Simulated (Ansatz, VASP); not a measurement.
## MoS2: VASP beside Ansatz

INCAR

```
SYSTEM = MoS2
ALGO = Normal
EDIFF = 1E-7
ENCUT = 520
ISIF = 2
ISMEAR = -1
LASPH = .TRUE.
LCHARG = .TRUE.
LELF = .TRUE.
LREAL = .FALSE.
LVHAR = .TRUE.
LWAVE = .FALSE.
NBANDS = 20
NELM = 80
PREC = Accurate
SIGMA = 0.05
```

Contents of KPOINTS:

```
k-points
0
G
  10 10 2
  0 0 0
```

POSCAR

```
MoS2
1.0
    3.2260272831      0.0000000000      0.0000000000
   -1.6130136416      2.7938215805      0.0000000000
    0.0000000000      0.0000000000     17.5627129508
Mo S
1 2
Direct
    0.0000000000      0.0000000000      0.0000000000
    0.3333333333      0.6666666667      0.9105070200
    0.3333333333      0.6666666667      0.0894929800
```

input.yaml

```yaml
crystal:
  lattice:
    - [3.2260272831, 0.0, 0.0]
    - [-1.6130136416, 2.7938215805, 0.0]
    - [0.0, 0.0, 17.5627129508]
  atoms:
    - { symbol: Mo, position: [0.0, 0.0, 0.0] }
    - { symbol: S, position: [0.3333333333, 0.6666666667, 0.91050702] }
    - { symbol: S, position: [0.3333333333, 0.6666666667, 0.08949298] }
kpoints:
  mp_grid: { grid: [10, 10, 2] }
scf:
  occupations: { method: fermi_dirac, width: 0.05 }
hamiltonian:
  xc: lda
  pseudopotentials: { kind: all_electron, lapw: { basis_error: 0.002 } }
output:
  forces: true
  stress: true
  eigenvalues: true
```

Change from the starting cell: volume scaled by 1.04.

Alike in both runs: task single point; functional LDA; k mesh 10 × 10 × 2; occupations fermi-dirac, width 0.05 eV; no spin polarisation.

```csv
,VASP,Ansatz
version,VASP 6.6.1,Ansatz 0.2.0
potentials or method,"VASP PAW LDA potentials, release 64 (Mo_sv, S), cutoff 520 eV","all-electron LAPW, scalar-relativistic"
```

```tsv
	VASP	Ansatz	Ansatz less VASP
gap on the k mesh at the Fermi level (eV)	1.64	1.63	-0.007
least direct gap on the mesh (eV)	1.82	1.82	-0.004
rms of the force components (eV/Å)	0.459	0.465	+0.0066
```

LDA's correlation is that of Perdew and Zunger in VASP and of Perdew and Wang (1992) in Ansatz. Atom by atom the forces differ by 0.007 eV/Å (rms over components). Ansatz ran all-electron here, and VASP with PAW potentials.
